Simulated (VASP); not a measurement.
B:

```
CELL_PARAMETERS angstrom
-1.17567 1.17567 1.17567
1.17567 -1.17567 1.17567
1.17567 1.17567 -1.17567
ATOMIC_POSITIONS crystal
B 0.00000 0.00000 0.00000
```

```yaml
Program: VASP 6.6.1
Task: relaxation of cell and atoms
Functional: PBEsol
Potentials_or_basis: VASP PAW PBE potentials, release 64 (B)
Cutoff: 600 eV
k_mesh: 25 × 25 × 25
Occupations: fermi-dirac, width 0.08 eV
Spin: no spin polarisation
```

At the start: pressure -14.2 GPa; volume 6.50 Å³/atom.

Question: How do energy, volume and symmetry change on relaxing?

Answer: Over 3 steps the energy falls by 20.7 meV/atom and the volume is 6.06 Å³/atom (-6.7 %); space group Im-3m (No. 229, to 0.05 Å).

Step by step:
| step | energy change (eV) | largest force (eV/Å) | pressure (GPa) | volume (Å³) |
| --- | --- | --- | --- | --- |
| 1 | 0.0000 | 0.0000 | -14.22 | 6.50 |
| 2 | -0.0195 | 0.0000 | 3.93 | 5.97 |
| 3 | -0.0207 | 0.0000 | 0.05 | 6.06 |

Final structure:
```
CELL_PARAMETERS angstrom
-1.14883 1.14883 1.14883
1.14883 -1.14883 1.14883
1.14883 1.14883 -1.14883
ATOMIC_POSITIONS crystal
B 0.00000 0.00000 0.00000
```

Caveat: the PAW data sets were made with another functional, which shifts forces and pressure a little.
